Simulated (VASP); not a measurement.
A run of VASP 6.6.1 is set up as follows.

Contents of INCAR:

```
PREC = Accurate ; ENCUT = 520
EDIFF = 1E-6 ; ISMEAR = -1
SIGMA = 0.05 ; LREAL = False
LASPH = True ; NELM = 150
ALGO = Normal ; ISIF = 2
LWAVE = False ; LCHARG = True
ISPIN = 2 ; MAGMOM = 0 0
LORBIT = 11 ; NUPDOWN = 0.0
LMAXMIX = 4 ; GGA = PE
LELF = True ; LVHAR = True
NBANDS = 23
```

The input KPOINTS:

```
regular mesh
0
Gamma
  9 9 5
```

The input POSCAR:

```
Cr
1.0
    2.7140000000      0.0000000000      0.0000000000
   -1.3570000000      2.3503929459      0.0000000000
    0.0000000000      0.0000000000      4.4100000000
Cr
2
Direct
    0.6666666667      0.3333333333      0.7500000000
    0.3333333333      0.6666666667      0.2500000000
```

Potentials or basis: VASP PAW PBE potentials, release 64 (Cr_pv).

Run with:

```sh
$ cat potpaw_PBE.64/Cr_pv/POTCAR > POTCAR
$ mpirun -np 1 vasp_std > vasp.out
```

Question: Predict the pressure.

Answer: -27.7 GPa.

Stress tensor (GPa, compression positive):
```
-31.03   0.00   0.00
  0.00 -31.03   0.00
  0.00   0.00 -21.17
```

Caveat: the total moment is fixed, so each spin has its own Fermi level.
